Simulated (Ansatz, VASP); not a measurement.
LiCuAuO2: VASP beside Ansatz

```
Au Cu O Li
1.0
     1.62083    0.93579    6.41882
    -1.62083    0.93579    6.41882
     0.00000   -1.87157    6.41882
Au Cu O Li
1 1 2 1
Direct
  0.99179 0.99179 0.99179
  0.51580 0.51580 0.51580
  0.10092 0.10092 0.10092
  0.88422 0.88422 0.88422
  0.75726 0.75726 0.75726
```

Alike in both runs: task single point; functional PBE; k mesh 8 × 8 × 8; occupations fermi-dirac, width 0.05 eV; no spin polarisation.

|  | VASP | Ansatz |
| --- | --- | --- |
| version | VASP 6.6.1 | Ansatz 0.2.0 |
| potentials or method | VASP PAW PBE potentials, release 64 (Au_sv_GW, Cu_sv_GW, O, Li_sv) | Ansatz PAW |
| plane-wave cutoff (eV) | 880 | 420 |
| valence electrons in the cell | 53 | 53 |

Ansatz gave:

- gap on the k mesh at the Fermi level (eV): none
- pressure (GPa): 0.6
- traceless stress, the component that is largest in VASP (GPa): -1.89
- rms of the force components (eV/Å): 0.102

**Question.** Estimate VASP's values.

**Answer.** gap on the k mesh at the Fermi level (eV): none; pressure (GPa): 0.6; traceless stress, the component that is largest in VASP (GPa): -1.68; rms of the force components (eV/Å): 0.089.

Atom by atom the forces differ by 0.016 eV/Å (rms over components). A gap of «none» marks a metal or a gap that the smearing closes. The functional is the same, so the differences come from potentials, cutoffs and numerics.

Spin-orbit coupling is off throughout.
